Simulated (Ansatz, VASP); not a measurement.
One calculation of TaTiSi4, two programs

```xyz
6
Lattice="3.6021 0.0000 0.0000 0.0000 1.7770 6.8838 0.0000 -1.7770 6.8838" Properties=species:S:1:pos:R:3 pbc="T T T"
Ti    1.8010    0.0000   12.3304
Ta    0.0000    0.0000    1.4783
Si    1.8010    0.0000    7.6199
Si    0.0000    0.0000    6.0072
Si    1.8010    0.0000    3.4875
Si    0.0000    0.0000   10.3798
```

Alike in both runs: task relaxation of cell and atoms; functional PBE; k mesh 10 × 12 × 12; occupations gaussian, width 0.1 eV; no spin polarisation.

|  | VASP | Ansatz |
| --- | --- | --- |
| version | VASP 6.6.1 | Ansatz 0.2.0 |
| potentials or method | VASP PAW PBE potentials, release 64 (Ti_sv, Ta_pv, Si), cutoff 600 eV | scalar-relativistic, plane waves, PAW |
| valence electrons in the cell | 39 | 41 |

|  | VASP | Ansatz | Ansatz less VASP |
| --- | --- | --- | --- |
| gap on the k mesh at the Fermi level, each at its own relaxed structure (eV) | none | none | - |
| relaxed volume (Å³/atom) | 14.68 | 14.68 | -0.003 |
| relaxed cell length with the largest relative difference (Å) | 7.120 | 7.118 | -0.0018 |

A gap of «none» marks a metal or a gap that the smearing closes. VASP's potentials hold 39 valence electrons a cell and Ansatz's 41, so a difference there can come from the potentials and not from the codes.

Spin-orbit coupling is off throughout.
